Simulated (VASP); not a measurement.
# Mg3Zn7S10 (P1) in VASP: single point with PBE

Aim: the single point of Mg3Zn7S10 with PBE.

All numbers are computed with VASP 6.6.1; they aren't measurements. Logs are shortened: lines on timing, memory, paths and dates and some standing lists are left out, and cuts for length are marked.

## 1. The cell of the first run

The typed cell holds 20 atoms: a = 6.373 Å, b = 6.757 Å, c = 10.335 Å, α = 108.95°, β = 90.02°, γ = 89.99°.

## 2. Single point, PBE

INCAR

```
SYSTEM = Mg3Zn7S10
PREC = Accurate ; ENCUT = 520
EDIFF = 1E-6 ; ISMEAR = 0
SIGMA = 0.02 ; LREAL = Auto
LASPH = .True. ; NELM = 100
ALGO = Normal ; ISIF = 2
LWAVE = .False. ; LCHARG = .False.
GGA = PE ; NBANDS = 91
```

KPOINTS

```
Automatic mesh
0
Gamma
  4 4 3
  0 0 0
```

POSCAR

```
Mg3Zn7S10
1.0
    0.0008460000      0.0004630000      6.3732740000
   -0.0075560000      6.7567350000      0.0005000000
   -9.7707520000     -3.3675260000     -0.0015610000
Mg S Zn
3 10 7
Direct
    0.9991792193      0.5387950281      0.4077702103
    0.9990920651      0.3324773151      0.9949635826
    0.9990651508      0.9374597244      0.2014413859
    0.3720699810      0.7338794681      0.7997844461
    0.3864005877      0.5347867867      0.4018789196
    0.3720230442      0.1344471527      0.6009080583
    0.3864183519      0.3332201061      0.9987213964
    0.3863020650      0.9339109790      0.2002982618
    0.8704651182      0.4635783084      0.6093718591
    0.8712424694      0.2757667978      0.2015386928
    0.8705798768      0.8786094891      0.4080304533
    0.8706720767      0.0556998969      0.7937147532
    0.8706695411      0.6722255202      0.9951349846
    0.9995067284      0.7324423416      0.7990854269
    0.9995136030      0.1348987197      0.6036324607
    0.4993791575      0.4667306964      0.6026878937
    0.5026570737      0.2690068503      0.2001726015
    0.5008735248      0.8708871055      0.4025192359
    0.4994805616      0.0641145239      0.7975802410
    0.5008293872      0.6684131699      0.9977816031
```

Potentials or basis: VASP PAW PBE potentials, release 64 (Mg, S, Zn).

Launch:

```console
$ cat potpaw_PBE.64/Mg/POTCAR potpaw_PBE.64/S/POTCAR potpaw_PBE.64/Zn/POTCAR > POTCAR
$ mpirun -np 1 vasp_std > vasp.out
```

OUTCAR:

```text
SYSTEM = Mg3Zn7S10
   PREC = Accurate
   ENCUT = 520
   EDIFF = 1E-6
   ISMEAR = 0
   LREAL = Auto
   LASPH = .True.
   NELM = 100
   ISIF = 2
   GGA = PE

 ion  position               nearest neighbor table
   1  0.999  0.539  0.408-  10 2.43  11 2.44   9 2.44   5 2.47
   2  0.999  0.332  0.995-  10 2.43  13 2.44  12 2.44   7 2.47
   3  0.999  0.937  0.201-  10 2.43  11 2.44  13 2.44   8 2.47
   4  0.372  0.734  0.800-  14 2.37  20 2.38  19 2.38  16 2.38
   5  0.386  0.535  0.402-  16 2.38  18 2.38  17 2.39   1 2.47
   6  0.372  0.134  0.601-  15 2.37  19 2.38  16 2.38  18 2.38
[... 12 lines left out ...]
  19  0.499  0.064  0.798-  12 2.37   6 2.38   4 2.38   7 2.39
  20  0.501  0.668  0.998-  13 2.36   4 2.38   7 2.38   8 2.39

  LATTYP: Found a triclinic cell.
 ALAT       =    10.3347872955
 B/A-ratio  =     0.6537859997
 C/A-ratio  =     0.6166816879
 COS(alpha) =     0.0001464988
 COS(beta)  =     0.0003002121
 COS(gamma) =     0.3247863126

  Lattice vectors:

 A1 = (   9.7707520000,   3.3675260000,   0.0015610000)
 A2 = (  -0.0075560000,   6.7567350000,   0.0005000000)
 A3 = (   0.0008460000,   0.0004630000,   6.3732740000)

Analysis of symmetry for initial positions (statically):
=====================================================================
 Subroutine PRICEL returns:
 Original cell was already a primitive cell.

 Routine SETGRP: Setting up the symmetry group for a
 triclinic supercell.

 Subroutine GETGRP returns: Found  1 space group operations
 (whereof  1 operations were pure point group operations)
 out of a pool of  2 trial point group operations.

The static configuration has the point symmetry C_1 .

Analysis of symmetry for dynamics (positions and initial velocities):
=====================================================================
 Subroutine PRICEL returns:
 Original cell was already a primitive cell.

 Routine SETGRP: Setting up the symmetry group for a
 triclinic supercell.

 Subroutine GETGRP returns: Found  1 space group operations
 (whereof  1 operations were pure point group operations)
 out of a pool of  2 trial point group operations.

The dynamic configuration has the point symmetry C_1 .

 Subroutine INISYM returns: Found  1 space group operations
 (whereof  1 operations are pure point group operations),
 and found     1 'primitive' translations

----------------------------------------------------------------------------------------

                                     Primitive cell

  volume of cell :     420.9154

  direct lattice vectors                    reciprocal lattice vectors
     0.000846000  0.000463000  6.373274000    -0.000021058 -0.000011635  0.156905230
    -0.007556000  6.756735000  0.000500000    -0.050989261  0.147943456 -0.000003979
    -9.770752000 -3.367526000 -0.001561000    -0.102306838 -0.000114410  0.000013589

  length of vectors
     6.373274073  6.756739243 10.334787295     0.156905232  0.156483772  0.102306903

  position of ions in fractional coordinates (direct lattice)
     0.999179219  0.538795028  0.407770210
     0.999092065  0.332477315  0.994963583
     0.999065151  0.937459724  0.201441386
     0.372069981  0.733879468  0.799784446
     0.386400588  0.534786787  0.401878920
     0.372023044  0.134447153  0.600908058
[... 12 lines left out ...]
     0.499480562  0.064114524  0.797580241
     0.500829387  0.668413170  0.997781603

  ion indices of the primitive-cell ions
   primitive index   ion index
                 1           1
                 2           2
                 3           3
                 4           4
                 5           5
                 6           6
[... 12 lines left out ...]
                19          19
                20          20

----------------------------------------------------------------------------------------

 KPOINTS: Automatic mesh

Automatic generation of k-mesh.
 Grid dimensions read from file:
 generate k-points for:    4    4    3

 Generating k-lattice:

  Cartesian coordinates                     Fractional coordinates (reciprocal lattice)
    -0.000005264 -0.000002909  0.039226308     0.250000000  0.000000000  0.000000000
    -0.012747315  0.036985864 -0.000000995    -0.000000000  0.250000000  0.000000000
    -0.034102279 -0.000038137  0.000004530     0.000000000 -0.000000000  0.333333333

  Length of vectors
     0.039226308  0.039120943  0.034102301

  Shift w.r.t. Gamma in fractional coordinates (k-lattice)
     0.000000000  0.000000000  0.000000000

 Subroutine IBZKPT returns following result:
 ===========================================

 Found     26 irreducible k-points:

 Following reciprocal coordinates:
            Coordinates               Weight
  0.000000  0.000000  0.000000      1.000000
  0.250000 -0.000000  0.000000      2.000000
  0.500000 -0.000000  0.000000      1.000000
  0.000000  0.250000  0.000000      2.000000
  0.250000  0.250000  0.000000      2.000000
  0.500000  0.250000  0.000000      2.000000
[... 16 lines left out ...]
  0.000000 -0.250000  0.333333      2.000000
  0.250000 -0.250000  0.333333      2.000000
 [... further k-points ...]
   k-points           NKPTS =     26   k-points in BZ     NKDIM =     26   number of bands    NBANDS=     91
   number of dos      NEDOS =    301   number of ions     NIONS =     20
   total plane-waves  NPLWV = 192000
   dimension x,y,z NGX =    48 NGY =   50 NGZ =   80
   dimension x,y,z NGXF=    96 NGYF=  100 NGZF=  160
   ions per type =               3  10   7
   NGX,Y,Z   is equivalent  to a cutoff of  12.52, 12.30, 12.87 a.u.
   NGXF,Y,Z  is equivalent  to a cutoff of  25.04, 24.60, 25.74 a.u.
 SYSTEM =  Mg3Zn7S10
   PREC   = accura    normal or accurate (medium, high low for compatibility)
   ISTART =      0    job   : 0-new  1-cont  2-samecut
   ICHARG =      2    charge: 1-file 2-atom 10-const
   ISPIN  =      1    spin polarized calculation?
   LNONCOLLINEAR =      F non collinear calculations
   LSORBIT =      F    spin-orbit coupling
   LASPH  =      T    aspherical Exc in radial PAW
   ENCUT  =  520.0 eV  38.22 Ry    6.18 a.u.  11.85 12.56 19.22*2*pi/ulx,y,z
   NELM   =    100;   NELMIN=  2; NELMDL= -5     # of ELM steps
   EDIFF  = 0.1E-05   stopping-criterion for ELM
   LREAL  =      T    real-space projection
   EDIFFG = 0.1E-04   stopping-criterion for IOM
   NSW    =      0    number of steps for IOM
   IBRION =     -1    ionic relax: 0-MD 1-quasi-New 2-CG
   NFREE  =      0    steps in history (QN), initial steepest desc. (CG)
   ISIF   =      2    stress and relaxation
   ISYM   =      2    0-nonsym 1-usesym 2-fastsym
   POTIM  = 0.5000    time-step for ionic-motion
   TEBEG  =    0.0;   TEEND  =   0.0 temperature during run
   PSTRESS=    0.0 pullay stress
   NELECT =     150.0000    total number of electrons
   NUPDOWN=      -1.0000    fix difference up-down
   EMIN   =  10.00;   EMAX   =-10.00  energy-range for DOS
   EFERMI =   0.00;   METHOD = LEGACY
   ISMEAR =     0;   SIGMA  =   0.02  broadening in eV -4-tet -1-fermi 0-gaus
   EFERMI_NEDOS =   21; number of points for ismear=-14 and -15
   IALGO  =     38    algorithm
   IMIX   =      4    mixing-type and parameters
     AMIX     =   0.40;   BMIX     =  1.00
     AMIX_MAG =   1.60;   BMIX_MAG =  1.00
  volume/ion in A,a.u.               =      21.05       142.02
  Fermi-wavevector in a.u.,A,eV,Ry     =   1.160665  2.193339 18.329004  1.347144
  Thomas-Fermi vector in A             =   2.297245
   LORBIT       =      0    0 simple, 1 ext, 2 COOP (PROOUT), +10 PAW based schemes
   GGA     = PE    functional components
   LHFCALC =     F    Hartree Fock is set to
   AEXX    =    0.0000 exact exchange contribution
   IVDW    =     0    specifies the selected vdW correction
   LEPSILON=     F    determine dielectric tensor
   LRPA    =     F    only Hartree local field effects (RPA)
 non-spin polarized calculation
 Gauss-broadening in eV      SIGMA  =   0.02
  energy-cutoff  :      520.00
  volume of cell :      420.92
 maximum number of plane-waves:     11377
   NGX = 23   NGY = 25   NGZ = 39

 number of electron     150.0000052 magnetization

 Free energy of the ion-electron system (eV)
  ---------------------------------------------------
  ext. energy  EPLUGINS =         0.00000000
  ---------------------------------------------------
  free energy    TOTEN  =       -73.22517151 eV

  energy without entropy =      -73.22517151  energy(sigma->0) =      -73.22517151

 E-fermi :   1.7562     XC(G=0):  -9.1251

 val. band max:        1.6464877526   @ k =   0.0000   0.0000   0.0000
 cond. band min:       3.9486092245   @ k =   0.0000   0.0000   0.0000
 fundamental gap:      2.3021214719
 Fermi energy:         1.7561977781

 k-point     1 :       0.0000    0.0000    0.0000
  band No.  band energies     occupation
      1     -10.8741      2.00000
      2     -10.2722      2.00000
      3     -10.2659      2.00000
      4     -10.0393      2.00000
      5     -10.0204      2.00000
      6      -9.9001      2.00000
[... 79 lines left out ...]
     86       7.1677      0.00000
     87       7.3368      0.00000

 k-point     2 :       0.2500   -0.0000    0.0000
  band No.  band energies     occupation
      1     -10.7724      2.00000
      2     -10.2335      2.00000
      3     -10.2055      2.00000
      4     -10.1487      2.00000
      5      -9.9962      2.00000
      6      -9.8834      2.00000
[... 1969 lines left out ...]
     86       7.0711      0.00000
     87       7.1628      0.00000

 k-point    24 :       0.2500   -0.2500    0.3333
  band No.  band energies     occupation
      1     -10.6618      2.00000
      2     -10.3116      2.00000
      3     -10.1657      2.00000
      4     -10.1085      2.00000
      5     -10.0130      2.00000
      6      -9.9697      2.00000
[... 79 lines left out ...]
     86       7.4709      0.00000
     87       7.5681      0.00000

 [... further k-points ...]

 [bands above 87 left out]

------------------------ aborting loop because EDIFF is reached ----------------------------------------

  FORCE on cell =-STRESS in cart. coord.  units (eV):
  Direction    XX          YY          ZZ          XY          YZ          ZX
  --------------------------------------------------------------------------------------
  -------------------------------------------------------------------------------------
  Total        0.1801653      0.0974100      0.1573541      0.1609491     -0.0167259     -0.0436999
  in kB        0.6857832      0.3707826      0.5989543      0.6126384     -0.0636655     -0.1663398
  external PRESSURE =       0.5518400 kB  Pullay stress =       0.0000000 kB

 VOLUME and BASIS-vectors are now :
 -----------------------------------------------------------------------------
  energy-cutoff  :      520.00
  volume of cell :      420.92
      direct lattice vectors                 reciprocal lattice vectors
     0.000846000  0.000463000  6.373274000    -0.000021058 -0.000011635  0.156905230
    -0.007556000  6.756735000  0.000500000    -0.050989261  0.147943456 -0.000003979
    -9.770752000 -3.367526000 -0.001561000    -0.102306838 -0.000114410  0.000013589

 POSITION                                       TOTAL-FORCE (eV/Angst)
 -----------------------------------------------------------------------------------
     -3.98745      2.26778      6.36768        -0.003189      0.005992     -0.003196
     -9.72321     -1.10364      6.36610         0.009054      0.003522     -0.001207
     -1.97447      5.65627      6.36747         0.003848      0.015734     -0.004101
     -7.81973      2.26551      2.37042         0.012713      0.009768     -0.002730
     -3.93037      2.26025      2.46228         0.008402      0.011644     -0.018215
     -5.87202     -1.11498      2.37013         0.009210      0.013058      0.000728
[... 12 lines left out ...]
     -7.79302     -2.25244      3.18211        -0.019272     -0.006884      0.000455
     -9.75370      1.15647      3.19070        -0.018682     -0.009423      0.000673
 -----------------------------------------------------------------------------------
    total drift:                                0.000072     -0.001362     -0.000448

  FREE ENERGIE OF THE ION-ELECTRON SYSTEM (eV)
  ---------------------------------------------------
  free  energy   TOTEN  =       -73.2251715089 eV

  energy  without entropy=      -73.2251715089  energy(sigma->0) =      -73.22517151
```

It took 38 min on 1 thread of Intel Xeon 8259CL, shared host; peak memory 0.84 GiB.

Results:

- Free energy: -73.2252 eV
- Pressure: 0.1 GPa
- Largest force: 0.031 eV/Å
- Band gap on the k mesh: 2.30 eV, direct

Forces in eV/Å, atoms in the order of the input:
```
Mg  -0.003  0.006 -0.003
Mg   0.009  0.004 -0.001
Mg   0.004  0.016 -0.004
S    0.013  0.010 -0.003
S    0.008  0.012 -0.018
S    0.009  0.013  0.001
S    0.010  0.007 -0.018
S    0.007  0.005 -0.017
S    0.024 -0.001  0.010
S    0.004 -0.009  0.026
S    0.024 -0.012  0.015
S   -0.010  0.002  0.008
S   -0.012 -0.014  0.013
Zn  -0.001  0.008  0.002
Zn   0.001  0.001 -0.001
Zn  -0.019 -0.008 -0.002
Zn  -0.015 -0.013 -0.005
Zn  -0.016 -0.011 -0.004
Zn  -0.019 -0.007  0.000
Zn  -0.019 -0.009  0.001
```

Stress tensor (GPa, compression positive):
```
 0.07  0.06 -0.02
 0.06  0.04 -0.01
-0.02 -0.01  0.06
```

Levels at points of the mesh, in eV from the valence-band top:
| k point | band 72 | band 73 | band 74 | band 75 | band 76 | band 77 | band 78 | band 79 |
| --- | --- | --- | --- | --- | --- | --- | --- | --- |
| (0.00, 0.00, 0.00) | -0.73 | -0.05 | -0.01 | 0.00 | 2.30 | 3.61 | 4.64 | 4.74 |
| (0.50, 0.00, 0.00) | -0.51 | -0.50 | -0.28 | -0.27 | 3.43 | 4.19 | 4.32 | 4.33 |
| (0.00, 0.50, 0.00) | -0.58 | -0.54 | -0.53 | -0.46 | 3.87 | 4.15 | 4.20 | 4.38 |
| (0.50, 0.50, 0.00) | -1.06 | -1.04 | -0.95 | -0.92 | 3.64 | 3.98 | 4.14 | 4.17 |

A hybrid or GW would open this gap; PBE tends to underestimate it.
